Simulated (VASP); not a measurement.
Write the native input for VASP 6.6.1 that does the following.

| Property | Result |
| --- | --- |
| Task | single point |
| Functional | PBE |
| Potentials or basis | VASP PAW PBE potentials, release 64 (Ta_pv, Si) |
| Cutoff | 520 eV |
| k mesh | 6 × 6 × 6 |
| Occupations | gaussian, width 0.1 eV |
| Spin | no spin polarisation |
| Dipole correction | no |
| Further INCAR settings | ALGO = Normal; EDIFF = 1e-07; NBANDS = 14 |

The structure of TaSi lies in POSCAR:

```
TaSi
1.0
    3.3769839300      0.0000000000      0.0000000000
    0.0000000000      3.3769839300      0.0000000000
    0.0000000000      0.0000000000      3.3769839300
Ta Si
1 1
Direct
    0.5000000000      0.5000000000      0.5000000000
    0.0000000000      0.0000000000      0.0000000000
```

The input as run:

INCAR

```
PREC     = Accurate       # precision mode
ENCUT    = 520            # plane-wave cutoff, eV
EDIFF    = 1E-7           # SCF threshold, eV
ISMEAR   = 0              # smearing method
SIGMA    = 0.1            # smearing width, eV
LREAL    = False          # projectors in reciprocal space
LASPH    = True           # aspherical terms in the spheres
NELM     = 100            # most SCF steps
ALGO     = Normal         # electronic algorithm
ISIF     = 2              # what is computed and relaxed
LWAVE    = False          # write WAVECAR
LCHARG   = False          # write CHGCAR
GGA      = PE             # functional
NBANDS   = 14             # bands
```

KPOINTS

```
Automatic mesh
0
Gamma
  6 6 6
```

Potentials or basis: VASP PAW PBE potentials, release 64 (Ta_pv, Si).

Run with:

```console
$ cat potpaw_PBE.64/Ta_pv/POTCAR potpaw_PBE.64/Si/POTCAR > POTCAR
$ mpirun -np 1 vasp_std > vasp.out
```

Results of the run:

| Property | Result |
| --- | --- |
| Pressure | -24.6 GPa |

It took 19 s on 1 thread of AMD EPYC 7R13, with other jobs on the host, peak memory 0.13 GiB.
